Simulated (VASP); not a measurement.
# ReS (F-43m) in VASP: notebook

ReS is run at these levels: r2SCAN; tasks: single point.

Program: VASP 6.6.1. These are calculated values, not measurements. Logs are shortened: lines on timing, memory, paths and dates and some standing lists are left out, and cuts for length are marked.

**1. The cell of the first run**

Symmetry: F-43m, No. 216, cubic system. The conventional cell has a = 5.209 Å, b = 5.209 Å, c = 5.209 Å, α = 90.00°, β = 90.00°, γ = 90.00°. Within 3.0 Å of Re (site symmetry -43m) lie 4 S at 2.26 Å. S (site symmetry -43m) has 4 Re at 2.26 Å within 3.0 Å.

**2. Single point, r2SCAN**

The input, POSCAR:

```
ReS
1.0
    0.0000000000      2.6046948912      2.6046948912
    2.6046948912      0.0000000000      2.6046948912
    2.6046948912      2.6046948912      0.0000000000
Re S
1 1
Direct
    0.0000000000      0.0000000000      0.0000000000
    0.2500000000      0.2500000000      0.2500000000
```

The input, INCAR.step1:

```
  PREC = Accurate
  ENCUT = 610
  ISMEAR = 0
  SIGMA = 0.05
  LREAL = False
  LASPH = True
  NELM = 120
  NBANDS = 18
  GGA = PE
  ALGO = Normal
  EDIFF = 1E-5
  LWAVE = True
  LCHARG = False
  GGA_COMPAT = False
```

The input, INCAR.step2:

```
  PREC = Accurate
  ENCUT = 610
  EDIFF = 1E-6
  ISMEAR = 0
  SIGMA = 0.05
  LREAL = False
  LASPH = True
  NELM = 120
  ALGO = Normal
  ISIF = 2
  LWAVE = False
  LCHARG = False
  METAGGA = R2SCAN
  LMIXTAU = True
  NBANDS = 18
  ISTART = 1
  GGA_COMPAT = False
```

The input, KPOINTS:

```
regular mesh
0
Gamma
  12 12 12
```

Potentials or basis: VASP PAW PBE potentials, release 64 (Re_sv_GW, S).

The run is started by

```sh
$ cat potpaw_PBE.64/Re_sv_GW/POTCAR potpaw_PBE.64/S/POTCAR > POTCAR
$ cp INCAR.step1 INCAR
$ mpirun -np 1 vasp_std > vasp.out
$ cp INCAR.step2 INCAR
$ mpirun -np 1 vasp_std > vasp.out
```

OUTCAR:

```text
PREC = Accurate
   ENCUT = 610
   EDIFF = 1E-6
   ISMEAR = 0
   LREAL = False
   LASPH = True
   NELM = 120
   ISIF = 2
   METAGGA = R2SCAN
   ISTART = 1

 ion  position               nearest neighbor table
   1  0.000  0.000  0.000-   2 2.26   2 2.26   2 2.26   2 2.26
   2  0.250  0.250  0.250-   1 2.26   1 2.26   1 2.26   1 2.26

  LATTYP: Found a face centered cubic cell.
 ALAT       =     5.2093897824

  Lattice vectors:

 A1 = (   0.0000000000,   2.6046948912,   2.6046948912)
 A2 = (   2.6046948912,   0.0000000000,   2.6046948912)
 A3 = (   2.6046948912,   2.6046948912,   0.0000000000)

Analysis of symmetry for initial positions (statically):
=====================================================================
 Subroutine PRICEL returns:
 Original cell was already a primitive cell.

 Routine SETGRP: Setting up the symmetry group for a
 face centered cubic supercell.

 Subroutine GETGRP returns: Found 24 space group operations
 (whereof 24 operations were pure point group operations)
 out of a pool of 48 trial point group operations.

The static configuration has the point symmetry T_d .

Analysis of symmetry for dynamics (positions and initial velocities):
=====================================================================
 Subroutine PRICEL returns:
 Original cell was already a primitive cell.

 Routine SETGRP: Setting up the symmetry group for a
 face centered cubic supercell.

 Subroutine GETGRP returns: Found 24 space group operations
 (whereof 24 operations were pure point group operations)
 out of a pool of 48 trial point group operations.

The dynamic configuration has the point symmetry T_d .

 Subroutine INISYM returns: Found 24 space group operations
 (whereof 24 operations are pure point group operations),
 and found     1 'primitive' translations

----------------------------------------------------------------------------------------

                                     Primitive cell

  volume of cell :      35.3428

  direct lattice vectors                    reciprocal lattice vectors
     0.000000000  2.604694891  2.604694891    -0.191961063  0.191961063  0.191961063
     2.604694891  0.000000000  2.604694891     0.191961063 -0.191961063  0.191961063
     2.604694891  2.604694891  0.000000000     0.191961063  0.191961063 -0.191961063

  length of vectors
     3.683594841  3.683594841  3.683594841     0.332486314  0.332486314  0.332486314

  position of ions in fractional coordinates (direct lattice)
     0.000000000  0.000000000  0.000000000
[... 77 lines left out ...]
   NELM   =    120;   NELMIN=  2; NELMDL=  0     # of ELM steps
   EDIFF  = 0.1E-05   stopping-criterion for ELM
   LREAL  =      F    real-space projection
   EDIFFG = 0.1E-04   stopping-criterion for IOM
   NSW    =      0    number of steps for IOM
   IBRION =     -1    ionic relax: 0-MD 1-quasi-New 2-CG
   NFREE  =      0    steps in history (QN), initial steepest desc. (CG)
   ISIF   =      2    stress and relaxation
   ISYM   =      2    0-nonsym 1-usesym 2-fastsym
   POTIM  = 0.5000    time-step for ionic-motion
   TEBEG  =    0.0;   TEEND  =   0.0 temperature during run
   PSTRESS=    0.0 pullay stress
   NELECT =      21.0000    total number of electrons
   NUPDOWN=      -1.0000    fix difference up-down
   EMIN   =  10.00;   EMAX   =-10.00  energy-range for DOS
   EFERMI =   0.00;   METHOD = LEGACY
   ISMEAR =     0;   SIGMA  =   0.05  broadening in eV -4-tet -1-fermi 0-gaus
   EFERMI_NEDOS =   21; number of points for ismear=-14 and -15
   IALGO  =     38    algorithm
   IMIX   =      4    mixing-type and parameters
     AMIX     =   0.40;   BMIX     =  1.00
     AMIX_MAG =   1.60;   BMIX_MAG =  1.00
  volume/ion in A,a.u.               =      17.67       119.25
  Fermi-wavevector in a.u.,A,eV,Ry     =   1.376304  2.600838 25.772332  1.894213
  Thomas-Fermi vector in A             =   2.501561
   LORBIT       =      0    0 simple, 1 ext, 2 COOP (PROOUT), +10 PAW based schemes
   METAGGA = R2SCAN    functional components
   LHFCALC =     F    Hartree Fock is set to
   AEXX    =    0.0000 exact exchange contribution
   IVDW    =     0    specifies the selected vdW correction
   LEPSILON=     F    determine dielectric tensor
   LRPA    =     F    only Hartree local field effects (RPA)
 non-spin polarized calculation
 Gauss-broadening in eV      SIGMA  =   0.05
  energy-cutoff  :      610.00
  volume of cell :       35.34
 maximum number of plane-waves:      1243
 NGX is ok and might be reduce to    30

 number of electron      21.0000000 magnetization

 Free energy of the ion-electron system (eV)
  ---------------------------------------------------
  ext. energy  EPLUGINS =         0.00000000
  ---------------------------------------------------
  free energy    TOTEN  =       -61.62122365 eV

  energy without entropy =      -61.61811226  energy(sigma->0) =      -61.61966796

 E-fermi :   8.5648     XC(G=0): -12.2286

 val. band max:        8.5567123761   @ k =  -0.4167   0.4167   0.1667
 cond. band min:       8.5740265561   @ k =   0.5000   0.4167   0.0833
 fundamental gap:      0.0173141800
 Fermi energy:         8.5648411319

 k-point     1 :       0.0000    0.0000    0.0000
  band No.  band energies     occupation
      1     -73.0249      2.00000
      2     -34.2909      2.00000
      3     -34.2909      2.00000
      4     -34.2909      2.00000
      5      -8.0381      2.00000
      6       1.9829      2.00000
[... 481 lines left out ...]
      5      -6.7964      2.00000
      6       1.4946      2.00000
[... 10 lines left out ...]
     17      19.2023      0.00000
     18      21.9179      0.00000

 [... further k-points ...]

------------------------ aborting loop because EDIFF is reached ----------------------------------------

  FORCE on cell =-STRESS in cart. coord.  units (eV):
  Direction    XX          YY          ZZ          XY          YZ          ZX
  --------------------------------------------------------------------------------------
  -------------------------------------------------------------------------------------
  Total       -0.1086861     -0.1086861     -0.1086861      0.0000000      0.0000000     -0.0000000
  in kB       -4.9270167     -4.9270167     -4.9270167      0.0000000      0.0000000     -0.0000000
  external PRESSURE =      -4.9270167 kB  Pullay stress =       0.0000000 kB

 VOLUME and BASIS-vectors are now :
 -----------------------------------------------------------------------------
  energy-cutoff  :      610.00
  volume of cell :       35.34
      direct lattice vectors                 reciprocal lattice vectors
     0.000000000  2.604694891  2.604694891    -0.191961063  0.191961063  0.191961063
     2.604694891  0.000000000  2.604694891     0.191961063 -0.191961063  0.191961063
     2.604694891  2.604694891  0.000000000     0.191961063  0.191961063 -0.191961063

 POSITION                                       TOTAL-FORCE (eV/Angst)
 -----------------------------------------------------------------------------------
      0.00000      0.00000      0.00000        -0.000000     -0.000000     -0.000000
      1.30235      1.30235      1.30235         0.000000      0.000000      0.000000
 -----------------------------------------------------------------------------------
    total drift:                               -0.000000     -0.000000     -0.000000

  FREE ENERGIE OF THE ION-ELECTRON SYSTEM (eV)
  ---------------------------------------------------
  free  energy   TOTEN  =       -61.6212236525 eV

  energy  without entropy=      -61.6181122609  energy(sigma->0) =      -61.61966796
```

OSZICAR.step1:

```text
N       E                     dE             d eps       ncg     rms          rms(c)
DAV:   1     0.157458359966E+03    0.15746E+03   -0.13087E+04  2592   0.126E+03
DAV:   2    -0.129096676966E+02   -0.17037E+03   -0.16651E+03  3466   0.318E+02
DAV:   3    -0.189621390351E+02   -0.60525E+01   -0.59901E+01  3042   0.586E+01
DAV:   4    -0.189997732942E+02   -0.37634E-01   -0.37612E-01  3334   0.505E+00
DAV:   5    -0.190000711049E+02   -0.29781E-03   -0.29780E-03  3084   0.422E-01    0.757E+01
DAV:   6    -0.175114260725E+02    0.14886E+01   -0.58901E+00  2756   0.140E+01    0.694E+01
DAV:   7    -0.174938502421E+02    0.17576E-01   -0.31668E-01  2826   0.427E+00    0.498E+00
DAV:   8    -0.174867661025E+02    0.70841E-02   -0.17735E-02  3042   0.107E+00    0.232E+00
DAV:   9    -0.174865174126E+02    0.24869E-03   -0.37686E-03  3238   0.507E-01    0.126E+00
DAV:  10    -0.174865454822E+02   -0.28070E-04   -0.39717E-04  2926   0.152E-01    0.760E-02
DAV:  11    -0.174865662010E+02   -0.20719E-04   -0.43001E-05  2986   0.516E-02    0.553E-02
DAV:  12    -0.174865667183E+02   -0.51730E-06   -0.25635E-06  1670   0.111E-02
   1 F= -.17486567E+02 E0= -.17484752E+02  d E =-.362949E-02
```

Wall time 4.5 min (1 thread of Intel Xeon Platinum 8259CL at 2.50GHz (Skylake/Cascade Lake), shared host); peak memory 0.22 GiB.

What came out:

| Quantity | Value |
| --- | --- |
| Free energy | -61.6212 eV |
| Pressure | -0.5 GPa |
| Band gap on the k mesh | zero (an odd number of electrons rules out a gap without spin polarisation) |

Levels at points of the mesh, in eV from the Fermi level:
```
           k point  band 7  band 8  band 9  band 10  band 11  band 12  band 13  band 14
(0.00, 0.00, 0.00)   -6.58   -6.58   -1.28    -1.28     1.70     5.20     5.20     5.20
(0.50, 0.00, 0.00)   -6.08   -6.08   -0.68    -0.68    -0.41     2.59     2.59     4.31
(0.50, 0.50, 0.00)   -5.03   -5.03   -2.27    -0.79     0.14     0.81     0.81     8.37
```

Caveat: the PAW data sets were made with another functional, which shifts forces and pressure a little; spin-orbit coupling is left out, which moves the levels of the heavy elements; an odd number of electrons without spin polarisation forces a metal; a magnetic or distorted state may lie lower.

**3. Single point, r2SCAN, collinear spin (17.67 Å³/atom)**

POSCAR is that of step 2.

The input, INCAR.step1:

```
SYSTEM = ReS
  PREC = Accurate
  ENCUT = 610
  ISMEAR = 0
  SIGMA = 0.05
  LREAL = .False.
  LASPH = .True.
  NELM = 200
  ISPIN = 2
  MAGMOM = -0.13 0
  LMAXMIX = 4
  NBANDS = 22
  GGA = PE
  ALGO = Normal
  EDIFF = 1E-5
  LWAVE = .True.
  LCHARG = .False.
  GGA_COMPAT = .False.
```

The input, INCAR.step2:

```
SYSTEM = ReS
  PREC = Accurate
  ENCUT = 610
  EDIFF = 1E-6
  ISMEAR = 0
  SIGMA = 0.05
  LREAL = .False.
  LASPH = .True.
  NELM = 200
  ALGO = Normal
  ISIF = 2
  LWAVE = .False.
  LCHARG = .True.
  ISPIN = 2
  MAGMOM = -0.13 0
  LORBIT = 11
  LMAXMIX = 4
  METAGGA = R2SCAN
  LMIXTAU = .True.
  LELF = .True.
  LVHAR = .True.
  NBANDS = 22
  ISTART = 1
  GGA_COMPAT = .False.
```

The input, KPOINTS:

```
Automatic mesh
0
Gamma
  12 12 12
  0 0 0
```

Potentials or basis: VASP PAW PBE potentials, release 64 (Re_sv_GW, S).

The run is started by

```sh
$ cat potpaw_PBE.64/Re_sv_GW/POTCAR potpaw_PBE.64/S/POTCAR > POTCAR
$ cp INCAR.step1 INCAR
$ mpirun -np 1 vasp_std > vasp.out
$ cp INCAR.step2 INCAR
$ mpirun -np 1 vasp_std > vasp.out
```

It took 9.3 min on 1 thread of Intel Xeon Platinum 8375C at 2.90GHz (Ice Lake), shared host; peak memory 0.28 GiB.

It converged, with:

* Free energy: -61.6229 eV
* Pressure: -0.5 GPa
* Net moment: -0.24 μB per cell
* Site moments: Re -0.24; S -0.00 μB
* Valence electrons inside the program's atomic spheres: Re 13.58; S 3.70

Levels at points of the mesh, in eV from the Fermi level:
Spin up:
| k point | band 8 | band 9 | band 10 | band 11 | band 12 | band 13 |
| --- | --- | --- | --- | --- | --- | --- |
| (0.00, 0.00, 0.00) | -6.60 | -1.17 | -1.17 | 1.71 | 5.17 | 5.17 |
| (0.50, 0.00, 0.00) | -6.09 | -0.58 | -0.58 | -0.41 | 2.57 | 2.57 |
| (0.50, 0.50, 0.00) | -5.05 | -2.28 | -0.70 | 0.28 | 0.79 | 0.79 |
Spin down:
| k point | band 8 | band 9 | band 10 | band 11 | band 12 | band 13 | band 14 | band 15 |
| --- | --- | --- | --- | --- | --- | --- | --- | --- |
| (0.00, 0.00, 0.00) | -6.64 | -1.48 | -1.48 | 1.61 | 5.15 | 5.15 | 5.15 | 8.65 |
| (0.50, 0.00, 0.00) | -6.15 | -0.86 | -0.86 | -0.49 | 2.52 | 2.52 | 4.24 | 9.80 |
| (0.50, 0.50, 0.00) | -5.08 | -2.35 | -0.96 | -0.09 | 0.74 | 0.74 | 8.29 | 8.82 |

Caveat: a moment this small can come from the mesh or the smearing; the PAW data sets were made with another functional, which shifts forces and pressure a little; spin-orbit coupling is left out, which moves the levels of the heavy elements.

**4. Single point, r2SCAN, collinear spin**

This run uses another cell than the first one: it holds 4 atoms, not 2.

The input, POSCAR:

```
ReS
1.0
    0.0000000000      2.6046948912      2.6046948912
    2.6046948912      0.0000000000      2.6046948912
    5.2093897824      5.2093897824      0.0000000000
Re S
2 2
Direct
    0.0000000000      0.0000000000      0.0000000000
    0.0000000000      0.0000000000      0.5000000000
    0.2500000000      0.2500000000      0.1250000000
    0.2500000000      0.2500000000      0.6250000000
```

The input, INCAR.step1:

```
PREC = Accurate
ENCUT = 660
ISMEAR = 0
SIGMA = 0.05
LREAL = F
LASPH = T
NELM = 200
ISPIN = 2
MAGMOM = 2 -2 0 0
LMAXMIX = 4
NBANDS = 25
GGA = PE
ALGO = Normal
EDIFF = 1E-5
LWAVE = T
LCHARG = F
GGA_COMPAT = F
```

The input, INCAR.step2:

```
PREC = Accurate
ENCUT = 660
EDIFF = 1E-6
ISMEAR = 0
SIGMA = 0.05
LREAL = F
LASPH = T
NELM = 200
ALGO = Normal
ISIF = 2
LWAVE = F
LCHARG = F
ISPIN = 2
MAGMOM = 2 -2 0 0
LORBIT = 11
LMAXMIX = 4
METAGGA = R2SCAN
LMIXTAU = T
NBANDS = 25
ISTART = 1
GGA_COMPAT = F
```

The input, KPOINTS:

```
Automatic mesh
0
Gamma
  12 12 6
```

Potentials or basis: VASP PAW PBE potentials, release 64 (Re, S).

The run is started by

```sh
$ cat potpaw_PBE.64/Re/POTCAR potpaw_PBE.64/S/POTCAR > POTCAR
$ cp INCAR.step1 INCAR
$ mpirun -np 1 vasp_std > vasp.out
$ cp INCAR.step2 INCAR
$ mpirun -np 1 vasp_std > vasp.out
```

It took 46 min on 1 thread of Oxide Virtual Turin-like, shared host; peak memory 0.54 GiB.

The run converged. Its results:

* Free energy: -119.8530 eV
* Pressure: 1.7 GPa
* Band gap on the k mesh: zero (filled and empty bands overlap)
* Net moment: 0.00 μB per cell
* Valence electrons inside the program's atomic spheres: Re 6.23; S 3.70

Levels at points of the mesh, in eV from the Fermi level:
Spin up:
| k point | band 11 | band 12 | band 13 | band 14 | band 15 | band 16 |
| --- | --- | --- | --- | --- | --- | --- |
| (0.00, 0.00, 0.00) | -0.68 | -0.68 | -0.42 | 1.74 | 2.59 | 2.59 |
| (0.50, 0.00, 0.00) | -0.68 | -0.68 | -0.42 | 0.14 | 0.80 | 0.80 |
| (0.00, 0.00, 0.50) | -1.35 | -1.35 | 2.19 | 2.19 | 4.08 | 4.08 |
| (0.50, 0.00, 0.50) | -0.55 | -0.55 | -0.50 | -0.50 | 2.06 | 2.06 |
Spin down:
| k point | band 11 | band 12 | band 13 | band 14 | band 15 | band 16 |
| --- | --- | --- | --- | --- | --- | --- |
| (0.00, 0.00, 0.00) | -0.68 | -0.68 | -0.42 | 1.74 | 2.59 | 2.59 |
| (0.50, 0.00, 0.00) | -0.68 | -0.68 | -0.42 | 0.14 | 0.80 | 0.80 |
| (0.00, 0.00, 0.50) | -1.35 | -1.35 | 2.19 | 2.19 | 4.08 | 4.08 |
| (0.50, 0.00, 0.50) | -0.55 | -0.55 | -0.50 | -0.50 | 2.06 | 2.06 |

Caveat: the PAW data sets were made with another functional, which shifts forces and pressure a little; spin-orbit coupling is left out, which moves the levels of the heavy elements.

**5. The runs side by side**

| potentials or basis | spin | cell | k mesh | cutoff (eV) | gap on the mesh (eV) | pressure (GPa) | moment (μB) |
| --- | --- | --- | --- | --- | --- | --- | --- |
| VASP PAW PBE potentials, release 64 (Re_sv_GW, S) | off | a = 3.684 Å, angles 60.0°, 2 atoms, atomic positions A | 12 × 12 × 12 | 610 | none | -0.5 | - |
| VASP PAW PBE potentials, release 64 (Re_sv_GW, S) | collinear | a = 3.684 Å, angles 60.0°, 2 atoms, atomic positions A | 12 × 12 × 12 | 610 | none | -0.5 | 0.24 |
| VASP PAW PBE potentials, release 64 (Re, S) | collinear | a = 3.684, b = 3.684, c = 7.367 Å, angles 60.0°, 4 atoms, atomic positions B | 12 × 12 × 6 | 660 | none | 1.7 | 0.00 |

Alike in all rows: task single point; level r2SCAN; smearing gaussian 0.05 eV.

Caveats: the PAW data sets were made with another functional, which shifts forces and pressure a little; spin-orbit coupling is left out, which moves the levels of the heavy elements; an odd number of electrons without spin polarisation forces a metal (at least some runs); a magnetic or distorted state may lie lower (at least some runs); a moment this small can come from the mesh or the smearing (at least some runs).

Total energies depend on the potentials used, so only differences within one code and one set of settings carry meaning.

The gap in the log of VASP goes by the Fermi energy; the results here count the filled bands.